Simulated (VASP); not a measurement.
**ZrB2: single point with PBE**

Crystal: ZrB2.

```
CELL_PARAMETERS angstrom
3.14376 0.00000 0.00000
-1.57188 2.72257 0.00000
0.00000 0.00000 3.49638
ATOMIC_POSITIONS crystal
Zr 0.00000 0.00000 0.00000
B 0.33333 0.66667 0.50000
B 0.66667 0.33333 0.50000
```

This cell differs from its parent crystal: volume scaled by 0.98.

```yaml
Program: VASP 6.6.1
Task: single point
Functional: PBE
Potentials_or_basis: VASP PAW PBE potentials, release 64 (Zr_sv, B)
Cutoff: 520 eV
k_mesh: 12 × 12 × 9
Occupations: fermi-dirac, width 0.05 eV
Spin: no spin polarisation
```

```yaml
Pressure: 7.8 GPa
Band_gap_on_the_k_mesh: zero (band 9 reaches 11.60 eV, above the bottom of band 10 at 10.28 eV)
```

Stress tensor (GPa, compression positive):
```
7.40 0.00 0.00
0.00 7.40 0.00
0.00 0.00 8.56
```

Levels at points of the mesh, in eV from the Fermi level:
| k point | band 6 | band 7 | band 8 | band 9 | band 10 | band 11 | band 12 | band 13 |
| --- | --- | --- | --- | --- | --- | --- | --- | --- |
| (0.00, 0.00, 0.00) | -2.78 | -2.78 | -2.72 | -2.40 | 3.44 | 3.44 | 4.25 | 4.25 |
| (0.50, 0.00, 0.00) | -8.61 | -4.06 | -3.17 | -2.84 | 2.21 | 2.30 | 5.00 | 5.10 |

It took 15 s on 1 thread of Intel(R) Xeon(R) 6975P-C (Granite Rapids), with other jobs on the host, peak memory 0.16 GiB.
